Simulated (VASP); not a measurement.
Here is a VASP 6.6.1 calculation.

File INCAR:

```
PREC     = Accurate       # precision mode
ENCUT    = 520            # plane-wave cutoff, eV
EDIFF    = 1E-6           # SCF threshold, eV
ISMEAR   = 0              # smearing method
SIGMA    = 0.1            # smearing width, eV
LREAL    = False          # projectors in reciprocal space
LASPH    = True           # aspherical terms in the spheres
NELM     = 80             # most SCF steps
ALGO     = Fast           # electronic algorithm
ISIF     = 2              # what is computed and relaxed
LWAVE    = False          # write WAVECAR
LCHARG   = False          # write CHGCAR
GGA      = PE             # functional
NBANDS   = 30             # bands
```

KPOINTS

```
Automatic mesh
0
Gamma
  18 18 6
```

File POSCAR:

```
Au
1.0
    2.9317980284      0.0000000000      0.0000000000
   -1.4658990142      2.5390115713      0.0000000000
    0.0000000000      0.0000000000      9.6622375505
Au
4
Direct
    0.0000000000      0.0000000000      0.0000000000
    0.3333333333      0.6666666667      0.2500000000
    0.0000000000      0.0000000000      0.5000000000
    0.6666666667      0.3333333333      0.7500000000
```

Potentials or basis: VASP PAW PBE potentials, release 64 (Au).

Run with:

```sh
$ cat potpaw_PBE.64/Au/POTCAR > POTCAR
$ mpirun -np 1 vasp_std > vasp.out
```

**Question.** Estimate the pressure.

**Answer.** -0.3 GPa.

**Question.** What does it give for the band gap on the k mesh?

**Answer.** Zero (band 22 reaches 11.35 eV, above the bottom of band 23 at 6.35 eV).

Caveat: spin-orbit coupling is left out, which moves the levels of the heavy elements.
